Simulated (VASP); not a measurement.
Here is a VASP 6.6.1 calculation.

INCAR

```
SYSTEM = ZrB2
ALGO = Normal
EDIFF = 1E-6
ENCUT = 500
GGA = CA
GGA_COMPAT = .False.
ISIF = 2
ISMEAR = 0
LASPH = .True.
LCHARG = .False.
LREAL = .False.
LWAVE = .False.
NBANDS = 16
NELM = 120
PREC = Accurate
SIGMA = 0.1
```

The input KPOINTS:

```
k-points
0
Gamma
  6 6 6
  0 0 0
```

POSCAR

```
ZrB2
1.0
    3.1649998255      0.0000000000      0.0000000000
   -1.5824999128      2.7409702519      0.0000000000
    0.0000000000      0.0000000000      3.5200000000
Zr B
1 2
Direct
    0.0000000000      0.0000000000      0.0000000000
    0.3333333333      0.6666666667      0.5000000000
    0.6666666667      0.3333333333      0.5000000000
```

Potentials or basis: VASP PAW LDA potentials, release 64 (Zr_sv, B).

Launch:

```bash
$ cat potpaw_LDA.64/Zr_sv/POTCAR potpaw_LDA.64/B/POTCAR > POTCAR
$ mpirun -np 1 vasp_std > vasp.out
```

(1) What does it give for the pressure?

(2) Estimate the band gap on the k mesh.

Results:

(1) -6.6 GPa.

(2) zero (bands 9 and 10 overlap by 1.07 eV).

Caveat: the k points lie up to 0.38 Å⁻¹ apart, too coarse for converged energies and pressures of a metal.
